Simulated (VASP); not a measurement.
ScSn3Se:

```
Sc Sn Se
1.0
     6.22418    0.00000    0.00000
    -3.11209    5.39030    0.00000
     0.00000    0.00000    5.15236
Sc Sn Se
1 3 1
Direct
  0.00000 0.00000 0.50000
  0.50000 0.00000 0.50000
  0.00000 0.50000 0.50000
  0.50000 0.50000 0.50000
  0.00000 0.00000 0.00000
```

The cell was generated, and may not be a known phase.

* Program: VASP 6.6.1
* Task: relaxation of cell and atoms
* Functional: PBE
* Potentials or basis: VASP PAW PBE potentials, release 64 (Sc_sv, Sn_d, Se)
* Cutoff: 600 eV
* k mesh: 6 × 6 × 8
* Occupations: gaussian, width 0.1 eV
* Spin: no spin polarisation

At the start: pressure -1.3 GPa; volume 34.57 Å³/atom.

Question: How do energy, volume and symmetry change on relaxing?

Answer: Over 6 steps the energy falls by 6.1 meV/atom and the volume is 33.44 Å³/atom (-3.3 %); space group P6/mmm (No. 191, to 0.1 Å) before and after.

Step by step:
```csv
step,energy change (eV),largest force (eV/Å),pressure (GPa),volume (Å³)
1,0.0000,0.0000,-1.28,172.86
2,-0.0297,0.0000,0.26,166.04
3,-0.0304,0.0000,0.05,166.92
4,-0.0304,0.0000,0.01,167.04
5,-0.0306,0.0000,-0.04,167.20
6,-0.0306,0.0000,-0.02,167.20
```

Final structure:
```xyz
5
Lattice="6.1278 0.0000 0.0000 -3.0639 5.3068 0.0000 0.0000 0.0000 5.1415" Properties=species:S:1:pos:R:3 pbc="T T T"
Sc    0.0000    0.0000    2.5708
Sn    3.0639    0.0000    2.5708
Sn   -1.5319    2.6534    2.5708
Sn    1.5319    2.6534    2.5708
Se    0.0000    0.0000    0.0000
```
